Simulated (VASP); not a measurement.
Write the native input for VASP 6.6.1 that does the following.

```
Task                   : single point
Functional             : PBE
Potentials or basis    : VASP PAW PBE potentials, release 64 (La)
Cutoff                 : 520 eV
k mesh                 : 11 × 11 × 11
Occupations            : fermi-dirac, width 0.05 eV
Spin                   : no spin polarisation
Dipole correction      : no
Further INCAR settings : ALGO = Normal; EDIFF = 1e-06; NBANDS = 12
```

The structure of La lies in POSCAR:

```
La
1.0
    0.0000000000      2.6480000000      2.6480000000
    2.6480000000      0.0000000000      2.6480000000
    2.6480000000      2.6480000000      0.0000000000
La
1
Direct
    0.0000000000      0.0000000000      0.0000000000
```

The input as run:

INCAR

```
PREC     = Accurate       # precision mode
ENCUT    = 520            # plane-wave cutoff, eV
EDIFF    = 1E-6           # SCF threshold, eV
ISMEAR   = -1             # smearing method
SIGMA    = 0.05           # smearing width, eV
LREAL    = F              # projectors in reciprocal space
LASPH    = T              # aspherical terms in the spheres
NELM     = 100            # most SCF steps
ALGO     = Normal         # electronic algorithm
ISIF     = 2              # what is computed and relaxed
LWAVE    = F              # write WAVECAR
LCHARG   = F              # write CHGCAR
GGA      = PE             # functional
NBANDS   = 12             # bands
```

KPOINTS

```
Automatic mesh
0
Gamma
  11 11 11
```

Potentials or basis: VASP PAW PBE potentials, release 64 (La).

Command:

```console
$ cat potpaw_PBE.64/La/POTCAR > POTCAR
$ mpirun -np 1 vasp_std > vasp.out
```

Results of the run:

```json
{"Pressure": "0.0 GPa"}
```

Wall time 38 s on 1 thread of AMD EPYC 7R43 64-Core Processor (Zen 3), on a shared host, peak memory 0.15 GiB.
